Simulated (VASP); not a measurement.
# Ge63Pt (a cell with a defect): single point with PBEsol

The system is Ge63Pt (a cell with a defect).

```
Ge Pt
1.0
    11.35118    0.00000    0.00000
     0.00000   11.35118    0.00000
     0.00000    0.00000   11.35118
Ge Pt
63 1
Direct
  0.00023 0.99981 0.00010
  0.00062 0.00025 0.50244
  0.00063 0.50226 0.00047
  0.00020 0.49932 0.49949
  0.50257 0.00022 0.00048
  0.49968 0.99983 0.49953
  0.49969 0.49931 0.00003
  0.12503 0.12465 0.12497
  0.12490 0.12462 0.62549
  0.12518 0.62502 0.12505
  0.12445 0.62506 0.62537
  0.62562 0.12459 0.12477
  0.62548 0.12399 0.62547
  0.62546 0.62501 0.12444
  0.62560 0.62581 0.62552
  0.25037 0.25009 0.00011
  0.24897 0.24846 0.49996
  0.25066 0.74920 0.99981
  0.25302 0.74704 0.50157
  0.74972 0.25031 0.99975
  0.74728 0.25255 0.50146
  0.75091 0.75047 0.99984
  0.75146 0.75111 0.50397
  0.37503 0.37471 0.12568
  0.37731 0.37670 0.61316
  0.37488 0.87427 0.12572
  0.37711 0.87388 0.62603
  0.87470 0.37459 0.12575
  0.87405 0.37682 0.62586
  0.87522 0.87474 0.12544
  0.87640 0.87602 0.62569
  0.25026 0.99958 0.25021
  0.25055 0.99960 0.74966
  0.24936 0.49983 0.24931
  0.25310 0.50098 0.74705
  0.74976 0.99955 0.25043
  0.75090 0.99933 0.75088
  0.74709 0.50092 0.25312
  0.75107 0.50379 0.75103
  0.37488 0.12520 0.37479
  0.37481 0.12555 0.87463
  0.37763 0.61344 0.37761
  0.37705 0.62555 0.87391
  0.87474 0.12553 0.37473
  0.87510 0.12513 0.87503
  0.87399 0.62556 0.37695
  0.87619 0.62536 0.87618
  0.00012 0.25007 0.25022
  0.99982 0.25031 0.74957
  0.99988 0.74915 0.25050
  0.99979 0.75049 0.75086
  0.50001 0.24843 0.24876
  0.50149 0.25262 0.74718
  0.50162 0.74703 0.25293
  0.50400 0.75106 0.75133
  0.12580 0.37459 0.37490
  0.12586 0.37446 0.87460
  0.12577 0.87421 0.37480
  0.12553 0.87469 0.87508
  0.61322 0.37649 0.37721
  0.62600 0.37674 0.87395
  0.62611 0.87386 0.37695
  0.62573 0.87588 0.87632
  0.50508 0.50418 0.50492
```

- Program: VASP 6.6.1
- Task: single point
- Functional: PBEsol
- Potentials or basis: VASP PAW PBE potentials, release 64 (Ge_d, Pt)
- Cutoff: 410 eV
- k mesh: 1 × 1 × 1, shifted
- Occupations: fermi-dirac, width 0.05 eV
- Spin: no spin polarisation

```yaml
Pressure: -0.6 GPa
Largest_force: 0.029 eV/Å
Band_gap_on_the_k_mesh: 0.82 eV
```

Forces in eV/Å, atoms in the order of the input:
```
Ge  -0.001  0.002 -0.001
Ge   0.001  0.003  0.006
Ge   0.003  0.008  0.003
Ge  -0.002  0.000  0.005
Ge   0.003  0.005  0.002
Ge   0.003 -0.001  0.006
Ge   0.001  0.003  0.002
Ge  -0.002  0.001 -0.005
Ge   0.001  0.001  0.001
Ge  -0.001  0.003 -0.002
Ge  -0.002  0.000  0.002
Ge   0.001  0.000  0.001
Ge   0.000 -0.002 -0.005
Ge   0.000 -0.001 -0.001
Ge   0.016  0.005  0.014
Ge   0.000 -0.004 -0.006
Ge  -0.001  0.002 -0.001
Ge  -0.003 -0.003 -0.001
Ge   0.000  0.000  0.004
Ge  -0.002  0.000 -0.001
Ge   0.000  0.000  0.003
Ge  -0.001  0.002 -0.006
Ge  -0.009 -0.005 -0.002
Ge  -0.003 -0.003 -0.001
Ge  -0.006 -0.002 -0.002
Ge  -0.003  0.003  0.001
Ge  -0.001 -0.001 -0.006
Ge   0.002 -0.005  0.001
Ge  -0.001  0.001 -0.002
Ge   0.001 -0.002 -0.002
Ge   0.005  0.000 -0.003
Ge   0.000 -0.007  0.002
Ge  -0.002 -0.003 -0.001
Ge   0.002  0.003  0.000
Ge  -0.002  0.001 -0.001
Ge   0.000  0.003  0.002
Ge  -0.001 -0.002  0.002
Ge  -0.002  0.003 -0.004
Ge   0.001  0.005 -0.004
Ge  -0.001  0.000 -0.003
Ge   0.000 -0.001  0.006
Ge  -0.001 -0.019 -0.005
Ge   0.002 -0.002  0.000
Ge   0.002 -0.002 -0.003
Ge   0.005 -0.001  0.001
Ge   0.000 -0.002  0.004
Ge   0.004 -0.008  0.002
Ge  -0.005  0.000  0.002
Ge  -0.004 -0.003 -0.002
Ge  -0.001  0.000 -0.001
Ge  -0.002  0.000 -0.003
Ge  -0.002 -0.001  0.001
Ge   0.001 -0.001  0.002
Ge   0.000 -0.003  0.001
Ge   0.001 -0.005 -0.006
Ge  -0.002 -0.002 -0.002
Ge   0.000  0.001  0.002
Ge   0.003  0.003 -0.006
Ge   0.000  0.002  0.001
Ge  -0.002  0.004 -0.003
Ge  -0.002  0.000 -0.002
Ge   0.000 -0.004  0.005
Ge   0.001  0.003  0.005
Pt   0.007  0.028  0.003
```

Stress tensor (GPa, compression positive):
```
-0.57 -0.37 -0.38
-0.37 -0.56 -0.37
-0.38 -0.37 -0.57
```

Levels at points of the mesh, in eV from the valence-band top:
```csv
k point,band 442,band 443,band 444,band 445,band 446,band 447,band 448,band 449,band 450,band 451
"(0.25, 0.25, 0.25)",-0.54,-0.37,-0.01,0.00,0.00,0.82,0.88,0.88,1.41,1.42
```

Wall time 8.2 min on 4 MPI ranks on AMD EPYC 7R43 64-Core Processor (Zen 3) (shared host), peak memory 0.44 GiB a rank.

Caveat: the PAW data sets were made with another functional, which shifts forces and pressure a little; spin-orbit coupling is left out, which moves the levels of the heavy elements.
